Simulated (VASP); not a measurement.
# W (Im-3m) in VASP: notebook

Runs on W. Level: PBE. Tasks: single point.

All numbers are computed with VASP 6.6.1; they aren't measurements. Logs are shortened: lines on timing, memory, paths and dates and some standing lists are left out, and cuts for length are marked.

### Step 1. The cell of the first run

The structure is cubic, space group Im-3m (No. 229). The conventional cell has a = 3.111 Å, b = 3.111 Å, c = 3.111 Å, α = 90.00°, β = 90.00°, γ = 90.00°. W (site symmetry m-3m) has 14 W at 2.69 to 3.11 Å within 3.6 Å.

### Step 2. Single point, PBE

The input, INCAR:

```
SYSTEM = W
PREC = Accurate ; ENCUT = 520
EDIFF = 1E-7 ; ISMEAR = -1
SIGMA = 0.15 ; LREAL = .FALSE.
LASPH = .TRUE. ; NELM = 60
ALGO = Normal ; ISIF = 2
LWAVE = .FALSE. ; LCHARG = .FALSE.
GGA = PE ; NBANDS = 13
```

The input, KPOINTS:

```
Automatic mesh
0
G
  13 13 13
  0 0 0
```

The input, POSCAR:

```
W
1.0
   -1.5555204111      1.5555204111      1.5555204111
    1.5555204111     -1.5555204111      1.5555204111
    1.5555204111      1.5555204111     -1.5555204111
W
1
Direct
    0.0000000000      0.0000000000      0.0000000000
```

Potentials or basis: VASP PAW PBE potentials, release 64 (W_sv).

Command:

```sh
$ cat potpaw_PBE.64/W_sv/POTCAR > POTCAR
$ mpirun -np 1 vasp_std > vasp.out
```

OUTCAR:

```text
SYSTEM = W
   PREC = Accurate
   ENCUT = 520
   EDIFF = 1E-7
   ISMEAR = -1
   LREAL = .FALSE.
   LASPH = .TRUE.
   NELM = 60
   ISIF = 2
   GGA = PE

 ion  position               nearest neighbor table
   1  0.000  0.000  0.000-

  LATTYP: Found a body centered cubic cell.
 ALAT       =     3.1110408222

  Lattice vectors:

 A1 = (  -1.5555204111,   1.5555204111,   1.5555204111)
 A2 = (   1.5555204111,  -1.5555204111,   1.5555204111)
 A3 = (   1.5555204111,   1.5555204111,  -1.5555204111)

Analysis of symmetry for initial positions (statically):
=====================================================================
 Subroutine PRICEL returns:
 Original cell was already a primitive cell.

 Routine SETGRP: Setting up the symmetry group for a
 body centered cubic supercell.

 Subroutine GETGRP returns: Found 48 space group operations
 (whereof 48 operations were pure point group operations)
 out of a pool of 48 trial point group operations.

The static configuration has the point symmetry O_h .

Analysis of symmetry for dynamics (positions and initial velocities):
=====================================================================
 Subroutine PRICEL returns:
 Original cell was already a primitive cell.

 Routine SETGRP: Setting up the symmetry group for a
 body centered cubic supercell.

 Subroutine GETGRP returns: Found 48 space group operations
 (whereof 48 operations were pure point group operations)
 out of a pool of 48 trial point group operations.

The dynamic configuration has the point symmetry O_h .

 Subroutine INISYM returns: Found 48 space group operations
 (whereof 48 operations are pure point group operations),
 and found     1 'primitive' translations

----------------------------------------------------------------------------------------

                                     Primitive cell

  volume of cell :      15.0552

  direct lattice vectors                    reciprocal lattice vectors
    -1.555520411  1.555520411  1.555520411     0.000000000  0.321435834  0.321435834
     1.555520411 -1.555520411  1.555520411     0.321435834  0.000000000  0.321435834
     1.555520411  1.555520411 -1.555520411     0.321435834  0.321435834  0.000000000

  length of vectors
     2.694240384  2.694240384  2.694240384     0.454578915  0.454578915  0.454578915

  position of ions in fractional coordinates (direct lattice)
     0.000000000  0.000000000  0.000000000

  ion indices of the primitive-cell ions
   primitive index   ion index
                 1           1

----------------------------------------------------------------------------------------

 KPOINTS: Automatic mesh

Automatic generation of k-mesh.
 Grid dimensions read from file:
 generate k-points for:   13   13   13

 Generating k-lattice:

  Cartesian coordinates                     Fractional coordinates (reciprocal lattice)
     0.000000000  0.024725833  0.024725833     0.076923077  0.000000000  0.000000000
     0.024725833  0.000000000  0.024725833     0.000000000  0.076923077  0.000000000
     0.024725833  0.024725833  0.000000000     0.000000000  0.000000000  0.076923077

  Length of vectors
     0.034967609  0.034967609  0.034967609

  Shift w.r.t. Gamma in fractional coordinates (k-lattice)
     0.000000000  0.000000000  0.000000000

 Subroutine IBZKPT returns following result:
 ===========================================

 Found     84 irreducible k-points:

 Following reciprocal coordinates:
            Coordinates               Weight
  0.000000  0.000000  0.000000      1.000000
  0.076923  0.000000  0.000000     12.000000
  0.153846  0.000000  0.000000     12.000000
  0.230769  0.000000  0.000000     12.000000
  0.307692  0.000000  0.000000     12.000000
  0.384615  0.000000  0.000000     12.000000
[... 16 lines left out ...]
  0.153846  0.076923  0.076923     24.000000
  0.230769  0.076923  0.076923     24.000000
 [... further k-points ...]
   k-points           NKPTS =     84   k-points in BZ     NKDIM =     84   number of bands    NBANDS=     13
   number of dos      NEDOS =    301   number of ions     NIONS =      1
   total plane-waves  NPLWV =   8000
   dimension x,y,z NGX =    20 NGY =   20 NGZ =   20
   dimension x,y,z NGXF=    40 NGYF=   40 NGZF=   40
   ions per type =               1
   NGX,Y,Z   is equivalent  to a cutoff of  12.34, 12.34, 12.34 a.u.
   NGXF,Y,Z  is equivalent  to a cutoff of  24.68, 24.68, 24.68 a.u.
 SYSTEM =  W
   PREC   = accura    normal or accurate (medium, high low for compatibility)
   ISTART =      0    job   : 0-new  1-cont  2-samecut
   ICHARG =      2    charge: 1-file 2-atom 10-const
   ISPIN  =      1    spin polarized calculation?
   LNONCOLLINEAR =      F non collinear calculations
   LSORBIT =      F    spin-orbit coupling
   LASPH  =      T    aspherical Exc in radial PAW
   ENCUT  =  520.0 eV  38.22 Ry    6.18 a.u.   5.01  5.01  5.01*2*pi/ulx,y,z
   NELM   =     60;   NELMIN=  2; NELMDL= -5     # of ELM steps
   EDIFF  = 0.1E-06   stopping-criterion for ELM
   LREAL  =      F    real-space projection
   EDIFFG = 0.1E-05   stopping-criterion for IOM
   NSW    =      0    number of steps for IOM
   IBRION =     -1    ionic relax: 0-MD 1-quasi-New 2-CG
   NFREE  =      0    steps in history (QN), initial steepest desc. (CG)
   ISIF   =      2    stress and relaxation
   ISYM   =      2    0-nonsym 1-usesym 2-fastsym
   POTIM  = 0.5000    time-step for ionic-motion
   TEBEG  =    0.0;   TEEND  =   0.0 temperature during run
   PSTRESS=    0.0 pullay stress
   NELECT =      14.0000    total number of electrons
   NUPDOWN=      -1.0000    fix difference up-down
   EMIN   =  10.00;   EMAX   =-10.00  energy-range for DOS
   EFERMI =   0.00;   METHOD = LEGACY
   ISMEAR =    -1;   SIGMA  =   0.15  broadening in eV -4-tet -1-fermi 0-gaus
   EFERMI_NEDOS =   21; number of points for ismear=-14 and -15
   IALGO  =     38    algorithm
   IMIX   =      4    mixing-type and parameters
     AMIX     =   0.40;   BMIX     =  1.00
     AMIX_MAG =   1.60;   BMIX_MAG =  1.00
  volume/ion in A,a.u.               =      15.06       101.60
  Fermi-wavevector in a.u.,A,eV,Ry     =   1.597920  3.019632 34.740429  2.553349
  Thomas-Fermi vector in A             =   2.695451
   LORBIT       =      0    0 simple, 1 ext, 2 COOP (PROOUT), +10 PAW based schemes
   GGA     = PE    functional components
   LHFCALC =     F    Hartree Fock is set to
   AEXX    =    0.0000 exact exchange contribution
   IVDW    =     0    specifies the selected vdW correction
   LEPSILON=     F    determine dielectric tensor
   LRPA    =     F    only Hartree local field effects (RPA)
 non-spin polarized calculation
  energy-cutoff  :      520.00
  volume of cell :       15.06
 maximum number of plane-waves:       420
   NGX =  9   NGY =  9   NGZ =  9

 number of electron      14.0000001 magnetization

 Free energy of the ion-electron system (eV)
  ---------------------------------------------------
  ext. energy  EPLUGINS =         0.00000000
  ---------------------------------------------------
  free energy    TOTEN  =       -12.89824073 eV

  energy without entropy =      -12.87132173  energy(sigma->0) =      -12.88478123

 E-fermi :  12.2215     XC(G=0): -13.9352

 val. band max:       12.0810718060   @ k =  -0.3077   0.3077   0.2308
 cond. band min:      12.2663072680   @ k =  -0.4615   0.4615   0.2308
 fundamental gap:      0.1852354621
 Fermi energy:        12.2214610152

 k-point     1 :       0.0000    0.0000    0.0000
  band No.  band energies     occupation
      1     -61.9132      2.00000
      2     -25.3908      2.00000
      3     -25.3908      2.00000
      4     -25.3908      2.00000
      5       2.2860      2.00000
      6      10.8864      1.99973
      7      10.8864      1.99973
      8      10.8864      1.99973
      9      14.5905      0.00000
     10      14.5905      0.00000
     11      26.8360      0.00000
     12      26.8360      0.00000
     13      26.8360      0.00000

 k-point     2 :       0.0769    0.0000    0.0000
  band No.  band energies     occupation
      1     -61.9037      2.00000
      2     -25.4861      2.00000
      3     -25.4200      2.00000
      4     -25.3914      2.00000
      5       2.5899      2.00000
      6      10.6993      1.99992
      7      10.8389      1.99980
      8      11.1823      1.99804
      9      14.2980      0.00000
     10      14.5913      0.00000
     11      27.0982      0.00000
     12      27.3507      0.00000
     13      27.5996      0.00000

 k-point     3 :       0.1538    0.0000    0.0000
  band No.  band energies     occupation
      1     -61.8772      2.00000
      2     -25.7445      2.00000
      3     -25.5005      2.00000
      4     -25.3930      2.00000
      5       3.4273      2.00000
      6      10.2196      2.00000
      7      10.6126      1.99996
      8      12.0515      1.51291
      9      13.8676      0.00003
     10      14.6227      0.00000
     11      27.6270      0.00000
     12      28.8075      0.00000
     13      29.2536      0.00000
[... 305 lines left out ...]
 k-point    23 :       0.1538    0.0769    0.0769
  band No.  band energies     occupation
      1     -61.8277      2.00000
      2     -26.2096      2.00000
      3     -25.5776      2.00000
      4     -25.4672      2.00000
      5       5.0502      2.00000
      6       9.4145      2.00000
      7       9.6074      2.00000
      8      14.1489      0.00001
      9      14.6023      0.00000
     10      14.6816      0.00000
     11      28.2576      0.00000
     12      29.5711      0.00000
     13      29.7764      0.00000

 k-point    24 :       0.2308    0.0769    0.0769
  band No.  band energies     occupation
      1     -61.7915      2.00000
      2     -26.4858      2.00000
      3     -25.7271      2.00000
      4     -25.4768      2.00000
      5       5.9993      2.00000
      6       8.9114      2.00000
      7       9.6929      2.00000
      8      14.3579      0.00000
      9      15.0429      0.00000
     10      16.5024      0.00000
     11      26.8943      0.00000
     12      27.6844      0.00000
     13      31.6413      0.00000

 [... further k-points ...]
[... 5 lines left out ...]
  --------------------------------------------------------------------------------------
  -------------------------------------------------------------------------------------
  Total        2.3489996      2.3489996      2.3489996      0.0000000      0.0000000     -0.0000000
  in kB      249.9806478    249.9806478    249.9806478      0.0000000      0.0000000     -0.0000000
  external PRESSURE =     249.9806478 kB  Pullay stress =       0.0000000 kB

 VOLUME and BASIS-vectors are now :
 -----------------------------------------------------------------------------
  energy-cutoff  :      520.00
  volume of cell :       15.06
      direct lattice vectors                 reciprocal lattice vectors
    -1.555520411  1.555520411  1.555520411     0.000000000  0.321435834  0.321435834
     1.555520411 -1.555520411  1.555520411     0.321435834  0.000000000  0.321435834
     1.555520411  1.555520411 -1.555520411     0.321435834  0.321435834  0.000000000

 POSITION                                       TOTAL-FORCE (eV/Angst)
 -----------------------------------------------------------------------------------
      0.00000      0.00000      0.00000         0.000000      0.000000     -0.000000
 -----------------------------------------------------------------------------------
    total drift:                                0.000000     -0.000000      0.000000

  FREE ENERGIE OF THE ION-ELECTRON SYSTEM (eV)
  ---------------------------------------------------
  free  energy   TOTEN  =       -12.8982407317 eV

  energy  without entropy=      -12.8713217288  energy(sigma->0) =      -12.88478123
```

Run time: 7.8 s. Hardware: 1 thread of Intel Xeon 6975P-C, shared host; peak memory 0.13 GiB.

Results:

```yaml
Free_energy: -12.8982 eV
Pressure: 25.0 GPa
Band_gap_on_the_k_mesh: zero (band 7 reaches 17.04 eV, above the bottom of band 8 at 10.89 eV)
```

Levels at points of the mesh, in eV from the Fermi level:
```tsv
k point	band 4	band 5	band 6	band 7	band 8	band 9	band 10	band 11
(0.00, 0.00, 0.00)	-37.61	-9.94	-1.34	-1.34	-1.34	2.37	2.37	14.61
```

Caveat: spin-orbit coupling is left out, which moves the levels of the heavy elements.

### Step 3. Single point, PBE

This run uses another cell than the first one, of 15.53 Å³/atom, 1.032 times its volume.

The input, INCAR:

```
SYSTEM = W
PREC = Accurate
ENCUT = 520
EDIFF = 1E-6
ISMEAR = -1
SIGMA = 0.15
LREAL = .FALSE.
LASPH = .TRUE.
NELM = 80
ALGO = Normal
ISIF = 2
LWAVE = .FALSE.
LCHARG = .FALSE.
GGA = PE
NBANDS = 13
```

KPOINTS is that of step 2.

The input, POSCAR:

```
W
1.0
   -1.5717249149      1.5717249149      1.5717249149
    1.5717249149     -1.5717249149      1.5717249149
    1.5717249149      1.5717249149     -1.5717249149
W
1
Direct
    0.0000000000      0.0000000000      0.0000000000
```

Potentials or basis: VASP PAW PBE potentials, release 64 (W_sv).

Command:

```sh
$ cat potpaw_PBE.64/W_sv/POTCAR > POTCAR
$ mpirun -np 1 vasp_std > vasp.out
```

Wall time 6.7 s (1 thread of Intel Xeon 6975P-C, shared host); peak memory 0.13 GiB.

The run converged. Its results:

| Item | Value |
| --- | --- |
| Free energy | -12.9545 eV |
| Pressure | 13.1 GPa |
| Band gap on the k mesh | zero (band 7 reaches 16.38 eV, above the bottom of band 8 at 10.48 eV) |

Levels at points of the mesh, in eV from the Fermi level:
| k point | band 5 | band 6 | band 7 | band 8 | band 9 | band 10 |
| --- | --- | --- | --- | --- | --- | --- |
| (0.00, 0.00, 0.00) | -9.76 | -1.27 | -1.27 | -1.27 | 2.30 | 2.30 |

Caveat: spin-orbit coupling is left out, which moves the levels of the heavy elements.

### Step 4. Single point, PBE

This run uses another cell than the first one, of 16.01 Å³/atom, 1.063 times its volume.

The input, INCAR:

```
PREC     = Accurate       # precision mode
ENCUT    = 520            # plane-wave cutoff, eV
EDIFF    = 1E-6           # SCF threshold, eV
ISMEAR   = -1             # smearing method
SIGMA    = 0.15           # smearing width, eV
LREAL    = F              # projectors in reciprocal space
LASPH    = T              # aspherical terms in the spheres
NELM     = 60             # most SCF steps
ALGO     = Normal         # electronic algorithm
ISIF     = 2              # what is computed and relaxed
LWAVE    = F              # write WAVECAR
LCHARG   = T              # write CHGCAR
GGA      = PE             # functional
LELF     = T              # ELF
LVHAR    = T            
NBANDS   = 13             # bands
```

The input, KPOINTS:

```
Automatic mesh
0
Gamma
  13 13 13
```

The input, POSCAR:

```
W
1.0
   -1.5876019988      1.5876019988      1.5876019988
    1.5876019988     -1.5876019988      1.5876019988
    1.5876019988      1.5876019988     -1.5876019988
W
1
Direct
    0.0000000000      0.0000000000      0.0000000000
```

Command:

```sh
$ cat potpaw_PBE.64/W_sv/POTCAR > POTCAR
$ mpirun -np 1 vasp_std > vasp.out
```

Run time: 7.5 s. Hardware: 1 thread of Intel Xeon 6975P-C, shared host; peak memory 0.13 GiB.

The run converged. Its results:

- Free energy: -12.9781 eV
- Pressure: 2.9 GPa
- Band gap on the k mesh: zero (band 7 reaches 15.76 eV, above the bottom of band 8 at 10.09 eV)

Levels at points of the mesh, in eV from the Fermi level:
| k point | band 5 | band 6 | band 7 | band 8 | band 9 | band 10 |
| --- | --- | --- | --- | --- | --- | --- |
| (0.00, 0.00, 0.00) | -9.58 | -1.21 | -1.21 | -1.21 | 2.24 | 2.24 |

Caveat: spin-orbit coupling is left out, which moves the levels of the heavy elements.

### Step 5. Single point, PBE

This run uses another cell than the first one, of 16.48 Å³/atom, 1.095 times its volume.

The input, INCAR:

```
ALGO = Normal
EDIFF = 1E-6
ENCUT = 520
GGA = PE
ISIF = 2
ISMEAR = -1
LASPH = True
LCHARG = False
LREAL = False
LWAVE = False
NBANDS = 13
NELM = 100
PREC = Accurate
SIGMA = 0.15
```

The input, KPOINTS:

```
k-points
0
Gamma
  13 13 13
```

The input, POSCAR:

```
W
1.0
   -1.6031677168      1.6031677168      1.6031677168
    1.6031677168     -1.6031677168      1.6031677168
    1.6031677168      1.6031677168     -1.6031677168
W
1
Direct
    0.0000000000      0.0000000000      0.0000000000
```

Command:

```sh
$ cat potpaw_PBE.64/W_sv/POTCAR > POTCAR
$ mpirun -np 1 vasp_std > vasp.out
```

Run time: 8.6 s. Hardware: 1 thread of Intel Xeon 6975P-C, shared host; peak memory 0.15 GiB.

The run converged. Its results:

```yaml
Free_energy: -12.9736 eV
Pressure: -5.9 GPa
Band_gap_on_the_k_mesh: zero (band 7 reaches 15.17 eV, above the bottom of band 8 at 9.72 eV)
```

Levels at points of the mesh, in eV from the Fermi level:
```
           k point  band 5  band 6  band 7  band 8  band 9  band 10
(0.00, 0.00, 0.00)   -9.41   -1.16   -1.16   -1.16    2.18     2.18
```

Caveat: spin-orbit coupling is left out, which moves the levels of the heavy elements.

### Step 6. Single point, PBE

This run uses another cell than the first one, of 16.96 Å³/atom, 1.126 times its volume.

The input, INCAR:

```
SYSTEM = W
PREC = Accurate ; ENCUT = 520
EDIFF = 1E-6 ; ISMEAR = -1
SIGMA = 0.15 ; LREAL = .False.
LASPH = .True. ; NELM = 100
ALGO = Normal ; ISIF = 2
LWAVE = .False. ; LCHARG = .True.
GGA = PE ; LELF = .True.
LVHAR = .True. ; NBANDS = 13
```

The input, KPOINTS:

```
regular mesh
0
Gamma
  13 13 13
  0 0 0
```

The input, POSCAR:

```
W
1.0
   -1.6184368998      1.6184368998      1.6184368998
    1.6184368998     -1.6184368998      1.6184368998
    1.6184368998      1.6184368998     -1.6184368998
W
1
Direct
    0.0000000000      0.0000000000      0.0000000000
```

Potentials or basis: VASP PAW PBE potentials, release 64 (W_sv).

Command:

```sh
$ cat potpaw_PBE.64/W_sv/POTCAR > POTCAR
$ mpirun -np 1 vasp_std > vasp.out
```

Wall time 9.2 s (1 thread of Intel Xeon 6975P-C, shared host); peak memory 0.15 GiB.

It converged, with:

```
Free energy            : -12.9451 eV
Pressure               : -13.3 GPa
Band gap on the k mesh : zero (band 7 reaches 14.61 eV, above the bottom of band 8 at 9.37 eV)
```

Levels at points of the mesh, in eV from the Fermi level:
| k point | band 5 | band 6 | band 7 | band 8 | band 9 | band 10 |
| --- | --- | --- | --- | --- | --- | --- |
| (0.00, 0.00, 0.00) | -9.24 | -1.11 | -1.11 | -1.11 | 2.12 | 2.12 |

Caveat: spin-orbit coupling is left out, which moves the levels of the heavy elements.

### Step 7. The runs side by side

```csv
cell,gap on the mesh (eV),pressure (GPa)
"a = 2.694 Å, angles 109.5°, 1 atom",none,25.0
"a = 2.722 Å, angles 109.5°, 1 atom",none,13.1
"a = 2.750 Å, angles 109.5°, 1 atom",none,2.9
"a = 2.777 Å, angles 109.5°, 1 atom",none,-5.9
"a = 2.803 Å, angles 109.5°, 1 atom",none,-13.3
```

Alike in all rows: task single point; level PBE; potentials or basis VASP PAW PBE potentials, release 64 (W_sv); no spin polarisation; k mesh 13 × 13 × 13; cutoff (eV) 520; smearing fermi-dirac 0.15 eV.

Caveats: spin-orbit coupling is left out, which moves the levels of the heavy elements.

Absolute energies hang on the potentials; compare differences alone.
